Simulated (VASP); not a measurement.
# BeAu3 (Pm-3m) in VASP: further runs

BeAu3 is run at these levels: PBE; tasks: single point.

Everything below comes from runs of VASP 6.6.1. Logs are shortened: lines on timing, memory, paths and dates and some standing lists are left out, and cuts for length are marked.

## Step 1: The cell of the first run

It takes space group Pm-3m (No. 221, cubic). Conventional cell: a = 4.001 Å, b = 4.001 Å, c = 4.001 Å, α = 90.00°, β = 90.00°, γ = 90.00°. Be (site symmetry m-3m) has 12 Au at 2.83 Å within 3.7 Å. Within 3.7 Å of Au (site symmetry 4/mmm) lie 4 Be at 2.83 Å and 8 Au at 2.83 Å.

## Step 2: Single point, PBE

Input file INCAR:

```
SYSTEM = BeAu3
ALGO = Normal ; EDIFF = 1E-7
ENCUT = 520 ; GGA = PE
ISIF = 2 ; ISMEAR = 1
LASPH = .True. ; LCHARG = .True.
LELF = .True. ; LREAL = .False.
LVHAR = .True. ; LWAVE = .False.
NBANDS = 26 ; NELM = 80
PREC = Accurate ; SIGMA = 0.1
```

Input file KPOINTS:

```
k-points
0
Gamma
  6 6 6
  0 0 0
```

Input file POSCAR:

```
BeAu3
1.0
    4.0005447912      0.0000000000      0.0000000000
    0.0000000000      4.0005447912      0.0000000000
    0.0000000000      0.0000000000      4.0005447912
Be Au
1 3
Direct
    0.0000000000      0.0000000000      0.0000000000
    0.0000000000      0.5000000000      0.5000000000
    0.5000000000      0.0000000000      0.5000000000
    0.5000000000      0.5000000000      0.0000000000
```

Potentials or basis: VASP PAW PBE potentials, release 64 (Be, Au).

On the command line:

```bash
> cat potpaw_PBE.64/Be/POTCAR potpaw_PBE.64/Au/POTCAR > POTCAR
> mpirun -np 1 vasp_std > vasp.out
```

OUTCAR:

```text
SYSTEM = BeAu3
   EDIFF = 1E-7
   ENCUT = 520
   GGA = PE
   ISIF = 2
   ISMEAR = 1
   LASPH = .True.
   LREAL = .False.
   NELM = 80
   PREC = Accurate

 ion  position               nearest neighbor table
   1  0.000  0.000  0.000-   2 2.83   3 2.83   4 2.83   2 2.83   3 2.83   2 2.83   4 2.83   2 2.83
                             3 2.83   4 2.83   3 2.83   4 2.83
   2  0.000  0.500  0.500-   1 2.83   3 2.83   4 2.83   1 2.83   4 2.83   1 2.83   3 2.83   1 2.83
                             3 2.83   4 2.83   4 2.83   3 2.83
   3  0.500  0.000  0.500-   1 2.83   2 2.83   4 2.83   1 2.83   4 2.83   2 2.83   4 2.83   4 2.83
                             1 2.83   2 2.83   1 2.83   2 2.83
   4  0.500  0.500  0.000-   1 2.83   2 2.83   3 2.83   2 2.83   3 2.83   1 2.83   3 2.83   3 2.83
                             1 2.83   2 2.83   2 2.83   1 2.83

  LATTYP: Found a simple cubic cell.
 ALAT       =     4.0005447912

  Lattice vectors:

 A1 = (   4.0005447912,   0.0000000000,   0.0000000000)
 A2 = (   0.0000000000,   4.0005447912,   0.0000000000)
 A3 = (   0.0000000000,   0.0000000000,   4.0005447912)

Analysis of symmetry for initial positions (statically):
=====================================================================
 Subroutine PRICEL returns:
 Original cell was already a primitive cell.

 Routine SETGRP: Setting up the symmetry group for a
 simple cubic supercell.

 Subroutine GETGRP returns: Found 48 space group operations
 (whereof 48 operations were pure point group operations)
 out of a pool of 48 trial point group operations.

The static configuration has the point symmetry O_h .

Analysis of symmetry for dynamics (positions and initial velocities):
=====================================================================
 Subroutine PRICEL returns:
 Original cell was already a primitive cell.

 Routine SETGRP: Setting up the symmetry group for a
 simple cubic supercell.

 Subroutine GETGRP returns: Found 48 space group operations
 (whereof 48 operations were pure point group operations)
 out of a pool of 48 trial point group operations.

The dynamic configuration has the point symmetry O_h .

 Subroutine INISYM returns: Found 48 space group operations
 (whereof 48 operations are pure point group operations),
 and found     1 'primitive' translations

----------------------------------------------------------------------------------------

                                     Primitive cell

  volume of cell :      64.0262

  direct lattice vectors                    reciprocal lattice vectors
     4.000544791  0.000000000  0.000000000     0.249965955  0.000000000  0.000000000
     0.000000000  4.000544791  0.000000000     0.000000000  0.249965955  0.000000000
     0.000000000  0.000000000  4.000544791     0.000000000  0.000000000  0.249965955

  length of vectors
     4.000544791  4.000544791  4.000544791     0.249965955  0.249965955  0.249965955

  position of ions in fractional coordinates (direct lattice)
     0.000000000  0.000000000  0.000000000
     0.000000000  0.500000000  0.500000000
     0.500000000  0.000000000  0.500000000
     0.500000000  0.500000000  0.000000000

  ion indices of the primitive-cell ions
   primitive index   ion index
                 1           1
                 2           2
                 3           3
                 4           4

----------------------------------------------------------------------------------------

 KPOINTS: k-points

Automatic generation of k-mesh.
 Grid dimensions read from file:
 generate k-points for:    6    6    6

 Generating k-lattice:

  Cartesian coordinates                     Fractional coordinates (reciprocal lattice)
     0.041660993  0.000000000  0.000000000     0.166666667  0.000000000  0.000000000
     0.000000000  0.041660993  0.000000000     0.000000000  0.166666667  0.000000000
     0.000000000  0.000000000  0.041660993     0.000000000  0.000000000  0.166666667

  Length of vectors
     0.041660993  0.041660993  0.041660993

  Shift w.r.t. Gamma in fractional coordinates (k-lattice)
     0.000000000  0.000000000  0.000000000

 Subroutine IBZKPT returns following result:
 ===========================================

 Found     20 irreducible k-points:

 Following reciprocal coordinates:
            Coordinates               Weight
  0.000000  0.000000  0.000000      1.000000
  0.166667  0.000000  0.000000      6.000000
  0.333333  0.000000  0.000000      6.000000
  0.500000  0.000000  0.000000      3.000000
  0.166667  0.166667  0.000000     12.000000
  0.333333  0.166667  0.000000     24.000000
[... 12 lines left out ...]
  0.500000  0.500000  0.333333      6.000000
  0.500000  0.500000  0.500000      1.000000
   k-points           NKPTS =     20   k-points in BZ     NKDIM =     20   number of bands    NBANDS=     26
   number of dos      NEDOS =    301   number of ions     NIONS =      4
   total plane-waves  NPLWV =  27000
   dimension x,y,z NGX =    30 NGY =   30 NGZ =   30
   dimension x,y,z NGXF=    60 NGYF=   60 NGZF=   60
   ions per type =               1   3
   NGX,Y,Z   is equivalent  to a cutoff of  12.47, 12.47, 12.47 a.u.
   NGXF,Y,Z  is equivalent  to a cutoff of  24.93, 24.93, 24.93 a.u.
 SYSTEM =  BeAu3
   PREC   = accura    normal or accurate (medium, high low for compatibility)
   ISTART =      0    job   : 0-new  1-cont  2-samecut
   ICHARG =      2    charge: 1-file 2-atom 10-const
   ISPIN  =      1    spin polarized calculation?
   LNONCOLLINEAR =      F non collinear calculations
   LSORBIT =      F    spin-orbit coupling
   LASPH  =      T    aspherical Exc in radial PAW
   ENCUT  =  520.0 eV  38.22 Ry    6.18 a.u.   7.44  7.44  7.44*2*pi/ulx,y,z
   NELM   =     80;   NELMIN=  2; NELMDL= -5     # of ELM steps
   EDIFF  = 0.1E-06   stopping-criterion for ELM
   LREAL  =      F    real-space projection
   EDIFFG = 0.1E-05   stopping-criterion for IOM
   NSW    =      0    number of steps for IOM
   IBRION =     -1    ionic relax: 0-MD 1-quasi-New 2-CG
   NFREE  =      0    steps in history (QN), initial steepest desc. (CG)
   ISIF   =      2    stress and relaxation
   ISYM   =      2    0-nonsym 1-usesym 2-fastsym
   POTIM  = 0.5000    time-step for ionic-motion
   TEBEG  =    0.0;   TEEND  =   0.0 temperature during run
   PSTRESS=    0.0 pullay stress
   NELECT =      35.0000    total number of electrons
   NUPDOWN=      -1.0000    fix difference up-down
   EMIN   =  10.00;   EMAX   =-10.00  energy-range for DOS
   EFERMI =   0.00;   METHOD = LEGACY
   ISMEAR =     1;   SIGMA  =   0.10  broadening in eV -4-tet -1-fermi 0-gaus
   EFERMI_NEDOS =   21; number of points for ismear=-14 and -15
   IALGO  =     38    algorithm
   IMIX   =      4    mixing-type and parameters
     AMIX     =   0.40;   BMIX     =  1.00
     AMIX_MAG =   1.60;   BMIX_MAG =  1.00
  volume/ion in A,a.u.               =      16.01       108.02
  Fermi-wavevector in a.u.,A,eV,Ry     =   1.338582  2.529554 24.378950  1.791802
  Thomas-Fermi vector in A             =   2.467041
   LORBIT       =      0    0 simple, 1 ext, 2 COOP (PROOUT), +10 PAW based schemes
   GGA     = PE    functional components
   LHFCALC =     F    Hartree Fock is set to
   AEXX    =    0.0000 exact exchange contribution
   IVDW    =     0    specifies the selected vdW correction
   LEPSILON=     F    determine dielectric tensor
   LRPA    =     F    only Hartree local field effects (RPA)
 non-spin polarized calculation
 Methfessel and Paxton  Order N= 1 SIGMA  =   0.10
  energy-cutoff  :      520.00
  volume of cell :       64.03
 maximum number of plane-waves:      1750
 NGX is ok and might be reduce to    30
   NGX = 15   NGY = 15   NGZ = 15

 number of electron      35.0000010 magnetization

 Free energy of the ion-electron system (eV)
  ---------------------------------------------------
  ext. energy  EPLUGINS =         0.00000000
  ---------------------------------------------------
  free energy    TOTEN  =       -13.13608652 eV

  energy without entropy =      -13.13716767  energy(sigma->0) =      -13.13644690

 E-fermi :   8.5206     XC(G=0): -11.9931

 val. band max:        8.4751583835   @ k =   0.5000   0.3333   0.3333
 cond. band min:       8.6781554552   @ k =   0.5000   0.3333   0.3333
 fundamental gap:      0.2029970717
 Fermi energy:         8.5205703143

 k-point     1 :       0.0000    0.0000    0.0000
  band No.  band energies     occupation
      1      -1.3832      2.00000
      2       1.0166      2.00000
      3       1.9623      2.00000
      4       1.9623      2.00000
      5       1.9623      2.00000
      6       2.2350      2.00000
[... 18 lines left out ...]
     25      15.7860      0.00000
     26      19.6222      0.00000

 k-point     2 :       0.1667    0.0000    0.0000
  band No.  band energies     occupation
      1      -1.0742      2.00000
      2       1.2019      2.00000
      3       2.0287      2.00000
      4       2.1136      2.00000
      5       2.1136      2.00000
      6       2.2104      2.00000
[... 18 lines left out ...]
     25      16.9531      0.00000
     26      18.2414      0.00000

 k-point     3 :       0.3333    0.0000    0.0000
  band No.  band energies     occupation
      1      -0.2250      2.00000
      2       1.6370      2.00000
      3       2.0660      2.00000
      4       2.1782      2.00000
      5       2.5297      2.00000
      6       2.5297      2.00000
[... 18 lines left out ...]
     25      16.5215      0.00000
     26      19.6357      0.00000

 k-point     4 :       0.5000    0.0000    0.0000
  band No.  band energies     occupation
      1       0.5714      2.00000
      2       1.5840      2.00000
      3       2.0367      2.00000
      4       2.2644      2.00000
      5       2.9047      2.00000
      6       2.9047      2.00000
[... 18 lines left out ...]
     25      15.8250      0.00000
     26      21.4407      0.00000
[... 380 lines left out ...]
      1       1.4036      2.00000
      2       1.4933      2.00000
      3       1.6731      2.00000
      4       2.0677      2.00000
      5       3.2761      2.00000
      6       3.4226      2.00000
[... 18 lines left out ...]
     25      18.8906      0.00000
     26      19.5855      0.00000

 k-point    19 :       0.5000    0.5000    0.3333
  band No.  band energies     occupation
      1       1.3410      2.00000
      2       1.5760      2.00000
      3       1.5760      2.00000
      4       1.6568      2.00000
      5       3.4344      2.00000
      6       3.4344      2.00000
[... 18 lines left out ...]
     25      19.7557      0.00000
     26      19.7557      0.00000

 k-point    20 :       0.5000    0.5000    0.5000
  band No.  band energies     occupation
      1       1.1650      2.00000
      2       1.4696      2.00000
      3       1.4696      2.00000
      4       1.4696      2.00000
      5       3.4583      2.00000
      6       3.4583      2.00000
[... 18 lines left out ...]
     25      19.8010      0.00000
     26      19.8010      0.00000

------------------------ aborting loop because EDIFF is reached ----------------------------------------

  FORCE on cell =-STRESS in cart. coord.  units (eV):
  Direction    XX          YY          ZZ          XY          YZ          ZX
  --------------------------------------------------------------------------------------
  -------------------------------------------------------------------------------------
  Total       -0.1382973     -0.1382973     -0.1382973     -0.0000000      0.0000000     -0.0000000
  in kB       -3.4607231     -3.4607231     -3.4607231     -0.0000000      0.0000000     -0.0000000
  external PRESSURE =      -3.4607231 kB  Pullay stress =       0.0000000 kB

 VOLUME and BASIS-vectors are now :
 -----------------------------------------------------------------------------
  energy-cutoff  :      520.00
  volume of cell :       64.03
      direct lattice vectors                 reciprocal lattice vectors
     4.000544791  0.000000000  0.000000000     0.249965955  0.000000000  0.000000000
     0.000000000  4.000544791  0.000000000     0.000000000  0.249965955  0.000000000
     0.000000000  0.000000000  4.000544791     0.000000000  0.000000000  0.249965955

 POSITION                                       TOTAL-FORCE (eV/Angst)
 -----------------------------------------------------------------------------------
      0.00000      0.00000      0.00000         0.000000      0.000000      0.000000
      0.00000      2.00027      2.00027         0.000000      0.000000      0.000000
      2.00027      0.00000      2.00027         0.000000      0.000000      0.000000
      2.00027      2.00027      0.00000         0.000000      0.000000      0.000000
 -----------------------------------------------------------------------------------
    total drift:                                0.000000      0.000000     -0.000000

  FREE ENERGIE OF THE ION-ELECTRON SYSTEM (eV)
  ---------------------------------------------------
  free  energy   TOTEN  =       -13.1360865195 eV

  energy  without entropy=      -13.1371676732  energy(sigma->0) =      -13.13644690
```

Run time: 42 s. Hardware: 1 thread of Intel Xeon 8259CL, shared host; peak memory 0.18 GiB.

Results:

```yaml
Free_energy: -13.1361 eV
Pressure: -0.3 GPa
Band_gap_on_the_k_mesh: zero (an odd number of electrons rules out a gap without spin polarisation)
```

Caveat: spin-orbit coupling is left out, which moves the levels of the heavy elements.

## Step 3: Single point, PBE

This run uses another cell than the first one, of 16.14 Å³/atom.

Input file INCAR:

```
  PREC = Accurate
  ENCUT = 520
  EDIFF = 1E-6
  ISMEAR = 1
  SIGMA = 0.1
  LREAL = F
  LASPH = T
  NELM = 60
  ALGO = Normal
  ISIF = 2
  LWAVE = F
  LCHARG = T
  GGA = PE
  LELF = T
  LVHAR = T
  NBANDS = 26
```

Input file KPOINTS:

```
Automatic mesh
0
Gamma
  6 6 6
```

Input file POSCAR:

```
BeAu3
1.0
    4.0117060000      0.0000000000      0.0000000000
    0.0000000000      4.0117060000      0.0000000000
    0.0000000000      0.0000000000      4.0117060000
Be Au
1 3
Direct
    0.0000000000      0.0000000000      0.0000000000
    0.0000000000      0.5000000000      0.5000000000
    0.5000000000      0.0000000000      0.5000000000
    0.5000000000      0.5000000000      0.0000000000
```

Potentials or basis: VASP PAW PBE potentials, release 64 (Be, Au).

On the command line:

```bash
> cat potpaw_PBE.64/Be/POTCAR potpaw_PBE.64/Au/POTCAR > POTCAR
> mpirun -np 1 vasp_std > vasp.out
```

It took 47 s on 1 thread of Intel Xeon 8259CL, shared host; peak memory 0.18 GiB.

Results (log left out):

- Free energy: -13.1333 eV
- Pressure: -1.5 GPa
- Band gap on the k mesh: zero (an odd number of electrons rules out a gap without spin polarisation)

Levels at points of the mesh, in eV from the Fermi level:
| k point | band 15 | band 16 | band 17 | band 18 | band 19 | band 20 |
| --- | --- | --- | --- | --- | --- | --- |
| (0.00, 0.00, 0.00) | -1.72 | -1.72 | -0.06 | -0.06 | -0.06 | 4.85 |
| (0.50, 0.00, 0.00) | -3.46 | -2.75 | -1.72 | 3.67 | 3.82 | 3.82 |
| (0.50, 0.50, 0.00) | -3.26 | -3.24 | -1.50 | -0.47 | -0.47 | 5.63 |
| (0.50, 0.50, 0.50) | -2.06 | -1.95 | -1.95 | -1.95 | -1.07 | 2.32 |

Caveat: spin-orbit coupling is left out, which moves the levels of the heavy elements.
